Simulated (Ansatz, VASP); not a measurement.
**One calculation of Rb, two programs**

Contents of INCAR:

```
SYSTEM = Rb
PREC     = Accurate       ! precision mode
ENCUT    = 520            ! plane-wave cutoff, eV
EDIFF    = 1E-6           ! SCF threshold, eV
ISMEAR   = 0              ! smearing method
SIGMA    = 0.1            ! smearing width, eV
LREAL    = .False.        ! projectors in reciprocal space
LASPH    = .True.         ! aspherical terms in the spheres
NELM     = 100            ! most SCF steps
ALGO     = Normal         ! electronic algorithm
ISIF     = 2              ! what is computed and relaxed
LWAVE    = .False.        ! write WAVECAR
LCHARG   = .False.        ! write CHGCAR
GGA      = PE             ! functional
NBANDS   = 10             ! bands
```

File KPOINTS:

```
regular mesh
0
Gamma
  8 8 8
  0 0 0
```

Contents of POSCAR:

```
Rb
1.0
   -2.8359049291      2.8359049291      2.8359049291
    2.8359049291     -2.8359049291      2.8359049291
    2.8359049291      2.8359049291     -2.8359049291
Rb
1
Direct
    0.0000000000      0.0000000000      0.0000000000
```

Input for Ansatz:

```yaml
crystal:
  lattice:
    - [-2.8359049291, 2.8359049291, 2.8359049291]
    - [2.8359049291, -2.8359049291, 2.8359049291]
    - [2.8359049291, 2.8359049291, -2.8359049291]
  atoms:
    - { symbol: Rb, position: [0.0, 0.0, 0.0] }
hamiltonian:
  xc: pbe
  pseudopotentials:
    kind: paw
    azcp:
      Rb: "pseudopotentials/Rb.paw.azcp"
basis:
  ecutwfc: 420
  fft_grid_basis: typed
kpoints:
  mp_grid: { grid: [8, 8, 8], shift: [0, 0, 0] }
magnetization:
  spin_polarized: false
scf:
  occupations: { method: gaussian, width: 0.1 }
  lower_state_search: "off"
output:
  stress: true
```

Alike in both runs: task single point; functional PBE; k mesh 8 × 8 × 8; occupations gaussian, width 0.1 eV; no spin polarisation.

|  | VASP | Ansatz |
| --- | --- | --- |
| version | VASP 6.6.1 | Ansatz 0.2.0 |
| potentials or method | VASP PAW PBE potentials, release 64 (Rb_sv), cutoff 520 eV | plane waves (420 eV) with PAW, scalar-relativistic |
| valence electrons in the cell | 9 | 9 |

```csv
,VASP,Ansatz,Ansatz less VASP
pressure (GPa),0.0,0.0,0.00
```
